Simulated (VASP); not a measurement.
# HfN (F-43m) in VASP: a series of runs

The runs below take HfN through relaxation of cell and atoms, with LDA+U.

All numbers are computed with VASP 6.6.1; they aren't measurements. Logs are shortened: lines on timing, memory, paths and dates and some standing lists are left out, and cuts for length are marked.

**1. The cell of the first run**

It takes space group F-43m (No. 216, cubic). The conventional cell has a = 4.910 Å, b = 4.910 Å, c = 4.910 Å, α = 90.00°, β = 90.00°, γ = 90.00°. Hf (site symmetry -43m) has 4 N at 2.13 Å within 2.8 Å. N (site symmetry -43m) has 4 Hf at 2.13 Å within 2.8 Å.

**2. Relaxation of cell and atoms, LDA+U**

File INCAR:

```
PREC = Accurate
ENCUT = 600
EDIFF = 1E-6
ISMEAR = -1
SIGMA = 0.05
LREAL = F
LASPH = T
NELM = 150
ALGO = Normal
ISIF = 3
LWAVE = F
LCHARG = F
LMAXMIX = 4
LDAU = T
LDAUTYPE = 2
LDAUL = 2 -1
LDAUU = 6 0
LDAUJ = 0 0
LDAUPRINT = 1
GGA = CA
IBRION = 2
NSW = 60
EDIFFG = -0.01
```

File KPOINTS:

```
regular mesh
0
Gamma
  9 9 9
```

File POSCAR:

```
HfN
1.0
    0.0000000000      2.4548220000      2.4548220000
    2.4548220000      0.0000000000      2.4548220000
    2.4548220000      2.4548220000      0.0000000000
Hf N
1 1
Direct
    0.0000000000      0.0000000000      0.0000000000
    0.2500000000      0.2500000000      0.2500000000
```

Potentials or basis: VASP PAW LDA potentials, release 64 (Hf_pv, N).

On the command line:

```console
$ cat potpaw_LDA.64/Hf_pv/POTCAR potpaw_LDA.64/N/POTCAR > POTCAR
$ mpirun -np 1 vasp_std > vasp.out
```

OUTCAR:

```text
PREC = Accurate
   ENCUT = 600
   EDIFF = 1E-6
   ISMEAR = -1
   LREAL = F
   LASPH = T
   NELM = 150
   ISIF = 3
   GGA = CA
   IBRION = 2
   NSW = 60
   EDIFFG = -0.01

 ion  position               nearest neighbor table
   1  0.000  0.000  0.000-   2 2.13   2 2.13   2 2.13   2 2.13
   2  0.250  0.250  0.250-   1 2.13   1 2.13   1 2.13   1 2.13

  LATTYP: Found a face centered cubic cell.
 ALAT       =     4.9096440000

  Lattice vectors:

 A1 = (   0.0000000000,   2.4548220000,   2.4548220000)
 A2 = (   2.4548220000,   0.0000000000,   2.4548220000)
 A3 = (   2.4548220000,   2.4548220000,   0.0000000000)

Analysis of symmetry for initial positions (statically):
=====================================================================
 Subroutine PRICEL returns:
 Original cell was already a primitive cell.

 Routine SETGRP: Setting up the symmetry group for a
 face centered cubic supercell.

 Subroutine GETGRP returns: Found 24 space group operations
 (whereof 24 operations were pure point group operations)
 out of a pool of 48 trial point group operations.

The static configuration has the point symmetry T_d .

Analysis of symmetry for dynamics (positions and initial velocities):
=====================================================================
 Subroutine PRICEL returns:
 Original cell was already a primitive cell.

 Routine SETGRP: Setting up the symmetry group for a
 face centered cubic supercell.

 Subroutine GETGRP returns: Found 24 space group operations
 (whereof 24 operations were pure point group operations)
 out of a pool of 48 trial point group operations.

The dynamic configuration has the point symmetry T_d .

 Subroutine INISYM returns: Found 24 space group operations
 (whereof 24 operations are pure point group operations),
 and found     1 'primitive' translations

----------------------------------------------------------------------------------------

                                     Primitive cell

  volume of cell :      29.5863

  direct lattice vectors                    reciprocal lattice vectors
     0.000000000  2.454822000  2.454822000    -0.203680756  0.203680756  0.203680756
     2.454822000  0.000000000  2.454822000     0.203680756 -0.203680756  0.203680756
     2.454822000  2.454822000  0.000000000     0.203680756  0.203680756 -0.203680756

  length of vectors
     3.471642566  3.471642566  3.471642566     0.352785417  0.352785417  0.352785417

  position of ions in fractional coordinates (direct lattice)
     0.000000000  0.000000000  0.000000000
     0.250000000  0.250000000  0.250000000

  ion indices of the primitive-cell ions
   primitive index   ion index
                 1           1
                 2           2

----------------------------------------------------------------------------------------

 KPOINTS: regular mesh

Automatic generation of k-mesh.
 Grid dimensions read from file:
 generate k-points for:    9    9    9

 Generating k-lattice:

  Cartesian coordinates                     Fractional coordinates (reciprocal lattice)
    -0.022631195  0.022631195  0.022631195     0.111111111  0.000000000  0.000000000
     0.022631195 -0.022631195  0.022631195     0.000000000  0.111111111  0.000000000
     0.022631195  0.022631195 -0.022631195     0.000000000  0.000000000  0.111111111

  Length of vectors
     0.039198380  0.039198380  0.039198380

  Shift w.r.t. Gamma in fractional coordinates (k-lattice)
     0.000000000  0.000000000  0.000000000

 Subroutine IBZKPT returns following result:
 ===========================================

[... 54 lines left out ...]
   ISYM   =      2    0-nonsym 1-usesym 2-fastsym
   POTIM  = 0.5000    time-step for ionic-motion
   TEBEG  =    0.0;   TEEND  =   0.0 temperature during run
   PSTRESS=    0.0 pullay stress
   NELECT =      15.0000    total number of electrons
   NUPDOWN=      -1.0000    fix difference up-down
   EMIN   =  10.00;   EMAX   =-10.00  energy-range for DOS
   EFERMI =   0.00;   METHOD = LEGACY
   ISMEAR =    -1;   SIGMA  =   0.05  broadening in eV -4-tet -1-fermi 0-gaus
   EFERMI_NEDOS =   21; number of points for ismear=-14 and -15
   IALGO  =     38    algorithm
   IMIX   =      4    mixing-type and parameters
     AMIX     =   0.40;   BMIX     =  1.00
     AMIX_MAG =   1.60;   BMIX_MAG =  1.00
  volume/ion in A,a.u.               =      14.79        99.83
  Fermi-wavevector in a.u.,A,eV,Ry     =   1.305395  2.466839 23.185087  1.704056
  Thomas-Fermi vector in A             =   2.436267
   LORBIT       =      0    0 simple, 1 ext, 2 COOP (PROOUT), +10 PAW based schemes
 LDA+U is selected, type is set to LDAUTYPE =  2
   angular momentum for each species LDAUL =     2   -1
   U (eV)           for each species LDAUU =   6.0  0.0
   J (eV)           for each species LDAUJ =   0.0  0.0
   GGA     = CA    functional components
   LHFCALC =     F    Hartree Fock is set to
   AEXX    =    0.0000 exact exchange contribution
   IVDW    =     0    specifies the selected vdW correction
   LEPSILON=     F    determine dielectric tensor
   LRPA    =     F    only Hartree local field effects (RPA)
 conjugate gradient relaxation of ions
 non-spin polarized calculation
  energy-cutoff  :      600.00
  volume of cell :       29.59
 maximum number of plane-waves:      1002
   NGX = 13   NGY = 13   NGZ = 13

--------------------------------------- Ionic step        1  -------------------------------------------

 number of electron      15.0000001 magnetization

 Free energy of the ion-electron system (eV)
  ---------------------------------------------------
  ext. energy  EPLUGINS =         0.00000000
  ---------------------------------------------------
  free energy    TOTEN  =       -19.08964167 eV

  energy without entropy =      -19.08323547  energy(sigma->0) =      -19.08643857

------------------------ aborting loop because EDIFF is reached ----------------------------------------

  FORCE on cell =-STRESS in cart. coord.  units (eV):
  Direction    XX          YY          ZZ          XY          YZ          ZX
  --------------------------------------------------------------------------------------
  -------------------------------------------------------------------------------------
  Total        1.4321326      1.4321326      1.4321326      0.0000000      0.0000000     -0.0000000
  in kB       77.5539268     77.5539268     77.5539268      0.0000000      0.0000000     -0.0000000
  external PRESSURE =      77.5539268 kB  Pullay stress =       0.0000000 kB
[... 89 lines left out ...]
  FREE ENERGIE OF THE ION-ELECTRON SYSTEM (eV)
  ---------------------------------------------------
  free  energy   TOTEN  =       -19.1161316230 eV

  energy  without entropy=      -19.1096151044  energy(sigma->0) =      -19.11287336

atom =   1  type =  1  l = 2

 onsite density matrix

spin component  1

  0.1945 -0.0000  0.0000  0.0000  0.0000
 -0.0000  0.1945  0.0000 -0.0000 -0.0000
  0.0000  0.0000  0.0661  0.0000 -0.0000
  0.0000 -0.0000  0.0000  0.1945  0.0000
  0.0000 -0.0000 -0.0000  0.0000  0.0661

spin component  2

  0.1945 -0.0000  0.0000  0.0000  0.0000
 -0.0000  0.1945  0.0000 -0.0000 -0.0000
  0.0000  0.0000  0.0661  0.0000 -0.0000
  0.0000 -0.0000  0.0000  0.1945  0.0000
  0.0000 -0.0000 -0.0000  0.0000  0.0661

 occupancies and eigenvectors

  o =  0.0661  v =  0.0000 -0.0000  0.9893 -0.0000  0.1458  0.0000  0.0000  0.0000  0.0000  0.0000      0.0000  0.0000  0.0000  0.0000  0.0000  0.0000  0.0000  0.0000  0.0000  0.0000
  o =  0.0661  v =  0.0000  0.0000  0.0000  0.0000  0.0000  0.0000 -0.0000  0.9893 -0.0000  0.1458      0.0000  0.0000  0.0000  0.0000  0.0000  0.0000  0.0000  0.0000  0.0000  0.0000
  o =  0.0661  v =  0.0000 -0.0000  0.1458 -0.0000 -0.9893  0.0000  0.0000  0.0000  0.0000  0.0000      0.0000  0.0000  0.0000  0.0000  0.0000  0.0000  0.0000  0.0000  0.0000  0.0000
  o =  0.0661  v =  0.0000  0.0000  0.0000  0.0000  0.0000  0.0000 -0.0000  0.1458 -0.0000 -0.9893      0.0000  0.0000  0.0000  0.0000  0.0000  0.0000  0.0000  0.0000  0.0000  0.0000
  o =  0.1945  v =  0.0000  0.9945  0.0000  0.1046 -0.0000  0.0000  0.0000  0.0000  0.0000  0.0000      0.0000  0.0000  0.0000  0.0000  0.0000  0.0000  0.0000  0.0000  0.0000  0.0000
  o =  0.1945  v =  0.0000  0.0000  0.0000  0.0000  0.0000  0.0000  0.9945  0.0000  0.1046 -0.0000      0.0000  0.0000  0.0000  0.0000  0.0000  0.0000  0.0000  0.0000  0.0000  0.0000
  o =  0.1945  v =  1.0000  0.0000  0.0000  0.0000  0.0000  0.0000  0.0000  0.0000  0.0000  0.0000      0.0000  0.0000  0.0000  0.0000  0.0000  0.0000  0.0000  0.0000  0.0000  0.0000
  o =  0.1945  v =  0.0000  0.0000  0.0000  0.0000  0.0000  1.0000  0.0000  0.0000  0.0000  0.0000      0.0000  0.0000  0.0000  0.0000  0.0000  0.0000  0.0000  0.0000  0.0000  0.0000
  o =  0.1945  v =  0.0000  0.0000  0.0000  0.0000  0.0000  0.0000 -0.1046  0.0000  0.9945 -0.0000      0.0000  0.0000  0.0000  0.0000  0.0000  0.0000  0.0000  0.0000  0.0000  0.0000
  o =  0.1945  v =  0.0000 -0.1046  0.0000  0.9945 -0.0000  0.0000  0.0000  0.0000  0.0000  0.0000      0.0000  0.0000  0.0000  0.0000  0.0000  0.0000  0.0000  0.0000  0.0000  0.0000

--------------------------------------- Ionic step        4  -------------------------------------------

 number of electron      14.9999998 magnetization

 Free energy of the ion-electron system (eV)
  ---------------------------------------------------
  ext. energy  EPLUGINS =         0.00000000
  ---------------------------------------------------
  free energy    TOTEN  =       -19.11614099 eV

  energy without entropy =      -19.10963261  energy(sigma->0) =      -19.11288680

 E-fermi :   6.0142     XC(G=0): -11.3601

 val. band max:        5.9526447931   @ k =   0.4444   0.2222   0.0000
 cond. band min:       6.0202186902   @ k =   0.3333   0.2222   0.0000
 fundamental gap:      0.0675738971
 Fermi energy:         6.0141529740

 k-point     1 :       0.0000    0.0000    0.0000
  band No.  band energies     occupation
      1     -26.3735      2.00000
      2     -26.3735      2.00000
      3     -26.3735      2.00000
      4     -10.1251      2.00000
      5       0.7641      2.00000
      6       0.7641      2.00000
      7       0.7641      2.00000
      8       4.6732      2.00000
      9       9.0914      0.00000
     10       9.0914      0.00000
     11      12.3421      0.00000
[... 309 lines left out ...]
 k-point    24 :       0.4444    0.4444    0.0000
  band No.  band energies     occupation
      1     -26.7403      2.00000
      2     -26.5016      2.00000
      3     -26.5016      2.00000
      4      -8.5934      2.00000
      5      -0.8830      2.00000
      6       2.1526      2.00000
      7       2.1526      2.00000
      8       4.7594      2.00000
      9       8.3997      0.00000
     10      10.8464      0.00000
     11      10.8468      0.00000

 [... further k-points ...]
[... 5 lines left out ...]
  --------------------------------------------------------------------------------------
  -------------------------------------------------------------------------------------
  Total        0.0018851      0.0018851      0.0018851      0.0000000      0.0000000      0.0000000
  in kB        0.0983330      0.0983330      0.0983330      0.0000000      0.0000000      0.0000000
  external PRESSURE =       0.0983330 kB  Pullay stress =       0.0000000 kB
[... 17 lines left out ...]
  FREE ENERGIE OF THE ION-ELECTRON SYSTEM (eV)
  ---------------------------------------------------
  free  energy   TOTEN  =       -19.1161409850 eV

  energy  without entropy=      -19.1096326141  energy(sigma->0) =      -19.11288680

 reached required accuracy - stopping structural energy minimisation
```

It used 24 s of CPU time on 1 thread of AMD EPYC 7R13 Processor (Zen 3), on a shared host.

Results:

```yaml
Free_energy: -19.1161 eV
Relaxed_volume: 15.36 Å³/atom
Relaxed_cell: a = 3.515 Å, b = 3.515 Å, c = 3.515 Å, α = 60.00°, β = 60.00°, γ = 60.00°
Space_group_after_relaxing_to_0.05_Å: F-43m (No. 216)
Energy_gained_by_relaxing: 13.2 meV/atom
Ionic_steps: 4
Pressure_after_relaxing: 0.0 GPa
```

Step by step:
```csv
step,energy change (eV),largest force (eV/Å),pressure (GPa),volume (Å³)
1,0.0000,0.0000,7.76,29.59
2,0.0458,0.0000,-10.70,32.76
3,-0.0265,0.0000,-0.14,30.74
4,-0.0265,0.0000,0.01,30.72
```

Final structure:
```xyz
2
Lattice="0.0000 2.4857 2.4857 2.4857 0.0000 2.4857 2.4857 2.4857 0.0000" Properties=species:S:1:pos:R:3 pbc="T T T"
Hf    0.0000    0.0000    0.0000
N     1.2428    1.2428    1.2428
```

Levels at points of the mesh, in eV from the Fermi level:
```tsv
k point	band 5	band 6	band 7	band 8	band 9	band 10	band 11
(0.00, 0.00, 0.00)	-5.25	-5.25	-5.25	-1.34	3.08	3.08	6.33
```

Eigenvalues of the final occupation matrices:
| site | spin | trace | eigenvalues |
| --- | --- | --- | --- |
| site 1 d | 1 | 0.72 | 0.07 0.07 0.19 0.19 0.19 |
| site 1 d | 2 | 0.72 | 0.07 0.07 0.19 0.19 0.19 |

Caveat: spin-orbit coupling is left out, which moves the levels of the heavy elements; U without spin polarisation on a metal has little footing.

(Part 1 of 2 ends here.)
